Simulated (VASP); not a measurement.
# ZrB (Fm-3m) in VASP: further runs

The runs below take ZrB through single point, with PBE.

Program: VASP 6.6.1. These are calculated values, not measurements. Logs are shortened: lines on timing, memory, paths and dates and some standing lists are left out, and cuts for length are marked.

## 1. The cell of the first run

Symmetry: Fm-3m, No. 225, cubic system. Conventional cell: a = 4.650 Å, b = 4.650 Å, c = 4.650 Å, α = 90.00°, β = 90.00°, γ = 90.00°. Within 3.1 Å of Zr (site symmetry m-3m) lie 6 B at 2.33 Å. Within 3.1 Å of B (site symmetry m-3m) lie 6 Zr at 2.33 Å.

## 2. Single point, PBE

INCAR

```
  PREC = Accurate
  ENCUT = 500
  EDIFF = 1E-6
  ISMEAR = 0
  SIGMA = 0.017
  LREAL = F
  LASPH = T
  NELM = 120
  ALGO = Normal
  ISIF = 2
  LWAVE = F
  LCHARG = T
  GGA = PE
  LELF = T
  LVHAR = T
  NBANDS = 14
  GGA_COMPAT = F
```

KPOINTS

```
Automatic mesh
0
Gamma
  10 10 10
```

POSCAR

```
ZrB
1.0
    0.0000000000      2.3250000000      2.3250000000
    2.3250000000      0.0000000000      2.3250000000
    2.3250000000      2.3250000000      0.0000000000
Zr B
1 1
Direct
    0.0000000000      0.0000000000      0.0000000000
    0.5000000000      0.5000000000      0.5000000000
```

Potentials or basis: VASP PAW PBE potentials, release 64 (Zr_sv, B).

Run with:

```console
> cat potpaw_PBE.64/Zr_sv/POTCAR potpaw_PBE.64/B/POTCAR > POTCAR
> mpirun -np 1 vasp_std > vasp.out
```

OUTCAR:

```text
PREC = Accurate
   ENCUT = 500
   EDIFF = 1E-6
   ISMEAR = 0
   LREAL = F
   LASPH = T
   NELM = 120
   ISIF = 2
   GGA = PE

 ion  position               nearest neighbor table
   1  0.000  0.000  0.000-   2 2.33   2 2.33   2 2.33   2 2.33   2 2.33   2 2.33
   2  0.500  0.500  0.500-   1 2.33   1 2.33   1 2.33   1 2.33   1 2.33   1 2.33

  LATTYP: Found a face centered cubic cell.
 ALAT       =     4.6500000000

  Lattice vectors:

 A1 = (   0.0000000000,   2.3250000000,   2.3250000000)
 A2 = (   2.3250000000,   0.0000000000,   2.3250000000)
 A3 = (   2.3250000000,   2.3250000000,   0.0000000000)

Analysis of symmetry for initial positions (statically):
=====================================================================
 Subroutine PRICEL returns:
 Original cell was already a primitive cell.

 Routine SETGRP: Setting up the symmetry group for a
 face centered cubic supercell.

 Subroutine GETGRP returns: Found 48 space group operations
 (whereof 48 operations were pure point group operations)
 out of a pool of 48 trial point group operations.

The static configuration has the point symmetry O_h .

Analysis of symmetry for dynamics (positions and initial velocities):
=====================================================================
 Subroutine PRICEL returns:
 Original cell was already a primitive cell.

 Routine SETGRP: Setting up the symmetry group for a
 face centered cubic supercell.

 Subroutine GETGRP returns: Found 48 space group operations
 (whereof 48 operations were pure point group operations)
 out of a pool of 48 trial point group operations.

The dynamic configuration has the point symmetry O_h .

 Subroutine INISYM returns: Found 48 space group operations
 (whereof 48 operations are pure point group operations),
 and found     1 'primitive' translations

----------------------------------------------------------------------------------------

                                     Primitive cell

  volume of cell :      25.1362

  direct lattice vectors                    reciprocal lattice vectors
     0.000000000  2.325000000  2.325000000    -0.215053763  0.215053763  0.215053763
     2.325000000  0.000000000  2.325000000     0.215053763 -0.215053763  0.215053763
     2.325000000  2.325000000  0.000000000     0.215053763  0.215053763 -0.215053763

  length of vectors
     3.288046533  3.288046533  3.288046533     0.372484045  0.372484045  0.372484045

  position of ions in fractional coordinates (direct lattice)
     0.000000000  0.000000000  0.000000000
     0.500000000  0.500000000  0.500000000

  ion indices of the primitive-cell ions
   primitive index   ion index
                 1           1
                 2           2

----------------------------------------------------------------------------------------

 KPOINTS: Automatic mesh

Automatic generation of k-mesh.
 Grid dimensions read from file:
 generate k-points for:   10   10   10

 Generating k-lattice:

  Cartesian coordinates                     Fractional coordinates (reciprocal lattice)
    -0.021505376  0.021505376  0.021505376     0.100000000  0.000000000  0.000000000
     0.021505376 -0.021505376  0.021505376     0.000000000  0.100000000  0.000000000
     0.021505376  0.021505376 -0.021505376     0.000000000  0.000000000  0.100000000

  Length of vectors
     0.037248404  0.037248404  0.037248404

  Shift w.r.t. Gamma in fractional coordinates (k-lattice)
     0.000000000  0.000000000  0.000000000

 Subroutine IBZKPT returns following result:
 ===========================================

 Found     47 irreducible k-points:

 Following reciprocal coordinates:
            Coordinates               Weight
  0.000000  0.000000  0.000000      1.000000
  0.100000  0.000000  0.000000      8.000000
  0.200000  0.000000  0.000000      8.000000
  0.300000  0.000000  0.000000      8.000000
  0.400000  0.000000  0.000000      8.000000
  0.500000  0.000000  0.000000      4.000000
[... 16 lines left out ...]
  0.300000  0.300000  0.000000      6.000000
  0.400000  0.300000  0.000000     24.000000
 [... further k-points ...]
   k-points           NKPTS =     47   k-points in BZ     NKDIM =     47   number of bands    NBANDS=     14
   number of dos      NEDOS =    301   number of ions     NIONS =      2
   total plane-waves  NPLWV =  13824
   dimension x,y,z NGX =    24 NGY =   24 NGZ =   24
   dimension x,y,z NGXF=    48 NGYF=   48 NGZF=   48
   ions per type =               1   1
   NGX,Y,Z   is equivalent  to a cutoff of  12.13, 12.13, 12.13 a.u.
   NGXF,Y,Z  is equivalent  to a cutoff of  24.27, 24.27, 24.27 a.u.
 SYSTEM =  unknown system
   PREC   = accura    normal or accurate (medium, high low for compatibility)
   ISTART =      0    job   : 0-new  1-cont  2-samecut
   ICHARG =      2    charge: 1-file 2-atom 10-const
   ISPIN  =      1    spin polarized calculation?
   LNONCOLLINEAR =      F non collinear calculations
   LSORBIT =      F    spin-orbit coupling
   LASPH  =      T    aspherical Exc in radial PAW
   ENCUT  =  500.0 eV  36.75 Ry    6.06 a.u.   5.99  5.99  5.99*2*pi/ulx,y,z
   NELM   =    120;   NELMIN=  2; NELMDL= -5     # of ELM steps
   EDIFF  = 0.1E-05   stopping-criterion for ELM
   LREAL  =      F    real-space projection
   EDIFFG = 0.1E-04   stopping-criterion for IOM
   NSW    =      0    number of steps for IOM
   IBRION =     -1    ionic relax: 0-MD 1-quasi-New 2-CG
   NFREE  =      0    steps in history (QN), initial steepest desc. (CG)
   ISIF   =      2    stress and relaxation
   ISYM   =      2    0-nonsym 1-usesym 2-fastsym
   POTIM  = 0.5000    time-step for ionic-motion
   TEBEG  =    0.0;   TEEND  =   0.0 temperature during run
   PSTRESS=    0.0 pullay stress
   NELECT =      15.0000    total number of electrons
   NUPDOWN=      -1.0000    fix difference up-down
   EMIN   =  10.00;   EMAX   =-10.00  energy-range for DOS
   EFERMI =   0.00;   METHOD = LEGACY
   ISMEAR =     0;   SIGMA  =   0.02  broadening in eV -4-tet -1-fermi 0-gaus
   EFERMI_NEDOS =   21; number of points for ismear=-14 and -15
   IALGO  =     38    algorithm
   IMIX   =      4    mixing-type and parameters
     AMIX     =   0.40;   BMIX     =  1.00
     AMIX_MAG =   1.60;   BMIX_MAG =  1.00
  volume/ion in A,a.u.               =      12.57        84.81
  Fermi-wavevector in a.u.,A,eV,Ry     =   1.378285  2.604581 25.846565  1.899669
  Thomas-Fermi vector in A             =   2.503360
   LORBIT       =      0    0 simple, 1 ext, 2 COOP (PROOUT), +10 PAW based schemes
   GGA     = PE    functional components
   LHFCALC =     F    Hartree Fock is set to
   AEXX    =    0.0000 exact exchange contribution
   IVDW    =     0    specifies the selected vdW correction
   LEPSILON=     F    determine dielectric tensor
   LRPA    =     F    only Hartree local field effects (RPA)
 non-spin polarized calculation
 Gauss-broadening in eV      SIGMA  =   0.02
  energy-cutoff  :      500.00
  volume of cell :       25.14
 maximum number of plane-waves:       648
   NGX = 11   NGY = 11   NGZ = 11

 number of electron      15.0000000 magnetization

 Free energy of the ion-electron system (eV)
  ---------------------------------------------------
  ext. energy  EPLUGINS =         0.00000000
  ---------------------------------------------------
  free energy    TOTEN  =       -15.58180676 eV

  energy without entropy =      -15.58151830  energy(sigma->0) =      -15.58166253

 E-fermi :   9.0135     XC(G=0): -12.2232

 val. band max:        8.9660480973   @ k =   0.3000   0.2000   0.1000
 cond. band min:       9.0251116704   @ k =   0.5000   0.3000   0.1000
 fundamental gap:      0.0590635731
 Fermi energy:         9.0134835881

 k-point     1 :       0.0000    0.0000    0.0000
  band No.  band energies     occupation
      1     -37.7520      2.00000
      2     -15.4926      2.00000
      3     -15.4926      2.00000
      4     -15.4926      2.00000
      5       0.6801      2.00000
      6      10.9457      0.00000
      7      10.9457      0.00000
      8      10.9457      0.00000
      9      12.7221      0.00000
     10      12.7221      0.00000
     11      12.8181      0.00000
     12      12.8181      0.00000
     13      12.8181      0.00000
     14      20.1660      0.00000

 k-point     2 :       0.1000    0.0000    0.0000
  band No.  band energies     occupation
      1     -37.7406      2.00000
      2     -15.5909      2.00000
      3     -15.5017      2.00000
      4     -15.5017      2.00000
      5       0.9524      2.00000
      6      10.1724      0.00000
      7      10.6378      0.00000
      8      10.6378      0.00000
      9      11.6153      0.00000
     10      11.6153      0.00000
     11      13.1959      0.00000
     12      14.7705      0.00000
     13      14.7705      0.00000
     14      20.8270      0.00000

 k-point     3 :       0.2000    0.0000    0.0000
  band No.  band energies     occupation
      1     -37.7108      2.00000
      2     -15.8403      2.00000
      3     -15.5253      2.00000
      4     -15.5253      2.00000
      5       1.7015      2.00000
      6       8.8201      2.00000
      7       9.4188      0.00000
      8       9.4188      0.00000
      9      12.1329      0.00000
     10      12.1329      0.00000
     11      13.6725      0.00000
     12      17.0225      0.00000
     13      17.0225      0.00000
     14      22.1921      0.00000
[... 324 lines left out ...]
 k-point    23 :       0.3000    0.3000    0.0000
  band No.  band energies     occupation
      1     -37.6473      2.00000
      2     -16.0750      2.00000
      3     -15.7110      2.00000
      4     -15.7110      2.00000
      5       2.6755      2.00000
      6       7.2085      2.00000
      7       8.6986      2.00000
      8      10.7287      0.00000
      9      10.7287      0.00000
     10      13.7948      0.00000
     11      16.1534      0.00000
     12      16.1534      0.00000
     13      20.0305      0.00000
     14      24.7654      0.00000

 k-point    24 :       0.4000    0.3000    0.0000
  band No.  band energies     occupation
      1     -37.6231      2.00000
      2     -16.1970      2.00000
      3     -15.7757      2.00000
      4     -15.7453      2.00000
      5       2.8907      2.00000
      6       7.3569      2.00000
      7       8.2676      2.00000
      8      10.3803      0.00000
      9      11.1974      0.00000
     10      14.6526      0.00000
     11      16.2532      0.00000
     12      16.4990      0.00000
     13      20.6761      0.00000
     14      23.2733      0.00000

 [... further k-points ...]
[... 5 lines left out ...]
  --------------------------------------------------------------------------------------
  -------------------------------------------------------------------------------------
  Total        5.4351054      5.4351054      5.4351054      0.0000000     -0.0000000      0.0000000
  in kB      346.4333430    346.4333430    346.4333430      0.0000000     -0.0000000      0.0000000
  external PRESSURE =     346.4333430 kB  Pullay stress =       0.0000000 kB

 VOLUME and BASIS-vectors are now :
 -----------------------------------------------------------------------------
  energy-cutoff  :      500.00
  volume of cell :       25.14
      direct lattice vectors                 reciprocal lattice vectors
     0.000000000  2.325000000  2.325000000    -0.215053763  0.215053763  0.215053763
     2.325000000  0.000000000  2.325000000     0.215053763 -0.215053763  0.215053763
     2.325000000  2.325000000  0.000000000     0.215053763  0.215053763 -0.215053763

 POSITION                                       TOTAL-FORCE (eV/Angst)
 -----------------------------------------------------------------------------------
      0.00000      0.00000      0.00000        -0.000000      0.000000     -0.000000
      2.32500      2.32500      2.32500         0.000000     -0.000000      0.000000
 -----------------------------------------------------------------------------------
    total drift:                                0.000000     -0.000000     -0.000000

  FREE ENERGIE OF THE ION-ELECTRON SYSTEM (eV)
  ---------------------------------------------------
  free  energy   TOTEN  =       -15.5818067642 eV

  energy  without entropy=      -15.5815182978  energy(sigma->0) =      -15.58166253
```

Wall time 15 s (1 thread of Intel Xeon Platinum 8259CL at 2.50GHz (Skylake/Cascade Lake), shared host); peak memory 0.14 GiB.

What came out:

| Item | Value |
| --- | --- |
| Free energy | -15.5818 eV |
| Pressure | 34.6 GPa |

## 3. Single point, PBE

INCAR

```
PREC     = Accurate       # precision mode
ENCUT    = 500            # plane-wave cutoff, eV
EDIFF    = 1E-6           # SCF threshold, eV
ISMEAR   = 0              # smearing method
SIGMA    = 0.018000000000000002 # smearing width, eV
LREAL    = F              # projectors in reciprocal space
LASPH    = T              # aspherical terms in the spheres
NELM     = 120            # most SCF steps
ALGO     = Normal         # electronic algorithm
ISIF     = 2              # what is computed and relaxed
LWAVE    = F              # write WAVECAR
LCHARG   = F              # write CHGCAR
GGA      = PE             # functional
NBANDS   = 14             # bands
GGA_COMPAT= F
```

KPOINTS is that of step 2.

POSCAR is that of step 2.

Potentials or basis: VASP PAW PBE potentials, release 64 (Zr_sv, B).

Run with:

```console
> cat potpaw_PBE.64/Zr_sv/POTCAR potpaw_PBE.64/B/POTCAR > POTCAR
> mpirun -np 1 vasp_std > vasp.out
```

Run time: 12 s. Hardware: 1 thread of Intel Xeon Platinum 8259CL at 2.50GHz (Skylake/Cascade Lake), shared host; peak memory 0.14 GiB.

It converged, with:

| Property | Result |
| --- | --- |
| Free energy | -15.5818 eV |
| Pressure | 34.6 GPa |

Levels at points of the mesh, in eV from the Fermi level:
| k point | band 5 | band 6 | band 7 | band 8 | band 9 | band 10 | band 11 | band 12 |
| --- | --- | --- | --- | --- | --- | --- | --- | --- |
| (0.00, 0.00, 0.00) | -8.33 | 1.93 | 1.93 | 1.93 | 3.71 | 3.71 | 3.81 | 3.81 |
| (0.50, 0.00, 0.00) | -4.19 | -3.62 | -1.41 | -1.41 | 5.78 | 5.78 | 7.38 | 8.26 |
| (0.50, 0.50, 0.00) | -6.50 | -1.11 | -0.30 | 2.54 | 2.54 | 5.48 | 6.95 | 6.95 |

[end of part 1 of 2]
